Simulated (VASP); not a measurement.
Here is a VASP 6.6.1 calculation.

File POSCAR:

```
BN
1.0
    2.4640725787      0.0000000000      0.0000000000
    0.0000000000      6.8603830623      0.0000000000
    0.0000000000      0.0000000000      4.3430075908
B N
4 4
Direct
    0.5000000000      0.0000000000      0.4994488601
    0.5000000000      0.5000000000     -0.0005511399
    0.0000000000      0.0000000000     -0.0005511399
    0.0000000000      0.5000000000      0.4994488601
    0.5000000000      0.0000000000      0.1672511299
    0.5000000000      0.5000000000      0.6672511299
    0.0000000000      0.0000000000      0.6672511299
    0.0000000000      0.5000000000      0.1672511299
```

INCAR.step1

```
SYSTEM = BN
PREC     = Accurate       ! precision mode
ENCUT    = 520            ! plane-wave cutoff, eV
ISMEAR   = 0              ! smearing method
SIGMA    = 0.02           ! smearing width, eV
LREAL    = .FALSE.        ! projectors in reciprocal space
LASPH    = .TRUE.         ! aspherical terms in the spheres
NELM     = 80             ! most SCF steps
NBANDS   = 26             ! bands
GGA      = PE             ! functional
ALGO     = Normal         ! electronic algorithm
EDIFF    = 1E-4           ! SCF threshold, eV
LWAVE    = .TRUE.         ! write WAVECAR
LCHARG   = .FALSE.        ! write CHGCAR
```

File INCAR.step2:

```
SYSTEM = BN
PREC     = Accurate       ! precision mode
ENCUT    = 520            ! plane-wave cutoff, eV
EDIFF    = 1E-6           ! SCF threshold, eV
ISMEAR   = 0              ! smearing method
SIGMA    = 0.02           ! smearing width, eV
LREAL    = .FALSE.        ! projectors in reciprocal space
LASPH    = .TRUE.         ! aspherical terms in the spheres
NELM     = 80             ! most SCF steps
ALGO     = Normal         ! electronic algorithm
ISIF     = 2              ! what is computed and relaxed
LWAVE    = .FALSE.        ! write WAVECAR
LCHARG   = .FALSE.        ! write CHGCAR
METAGGA  = R2SCAN         ! meta-GGA
LMIXTAU  = .TRUE.       
NBANDS   = 26             ! bands
ISTART   = 1
```

File KPOINTS:

```
Automatic mesh
0
G
  10 4 6
  0 0 0
```

Potentials or basis: VASP PAW PBE potentials, release 64 (B, N).

Launch:

```bash
$ cat potpaw_PBE.64/B/POTCAR potpaw_PBE.64/N/POTCAR > POTCAR
$ cp INCAR.step1 INCAR
$ mpirun -np 1 vasp_std > vasp.out
$ cp INCAR.step2 INCAR
$ mpirun -np 1 vasp_std > vasp.out
```

Question: What does it give for the band gap on the k mesh?

Answer: 4.13 eV.

Question: What does it give for the pressure?

Answer: 4.9 GPa.

Stress tensor (GPa, compression positive):
```
13.91  0.00  0.00
 0.00  0.07  0.00
 0.00  0.00  0.71
```

Caveat: the cell differs from its parent crystal (biaxial strain in the a-b plane: -1.5 %, then relaxed in part); the stress differs along the axes, from 0 to 14 GPa; the PAW data sets were made with another functional, which shifts forces and pressure a little. A k mesh can miss the band edges.
